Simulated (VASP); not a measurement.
Crystal: NiO.

```
Ni O
1.0
     0.00000    2.32473    2.32473
     2.32473    0.00000    2.32473
     2.32473    2.32473    0.00000
Ni O
1 1
Direct
  0.00000 0.00000 0.00000
  0.25000 0.25000 0.25000
```

Base run:

```yaml
Program: VASP 6.6.1
Functional: PBE
Potentials_or_basis: VASP PAW PBE potentials, release 64 (Ni_sv_GW, O)
Cutoff: 700 eV
k_mesh: 10 × 10 × 10
Occupations: gaussian, width 0.05 eV
Spin: collinear spin, ferromagnetic start
Starting_moments: "[0.5, 0.0] μB"
Hubbard_terms: Ni d U = 6.2 eV
```

Its results: band gap on the k mesh zero (filled and empty bands overlap); pressure -11.5 GPa.

**Question.** The run is repeated on the same cell with these changes: spin from collinear spin, ferromagnetic start to no spin polarisation; further incar settings from ALGO = Normal; EDIFF = 1e-06; NBANDS = 23 to ALGO = Normal; EDIFF = 1e-06; NBANDS = 19. What comes out?

**Answer.** Band gap on the k mesh zero (bands 12 and 13 overlap by 1.58 eV); pressure -17.2 GPa.

Caveats: the cell stands under tension; a cell with one magnetic atom can't hold antiferromagnetic order, which such compounds often take (at least some runs); U without spin polarisation on a metal has little footing (at least some runs).
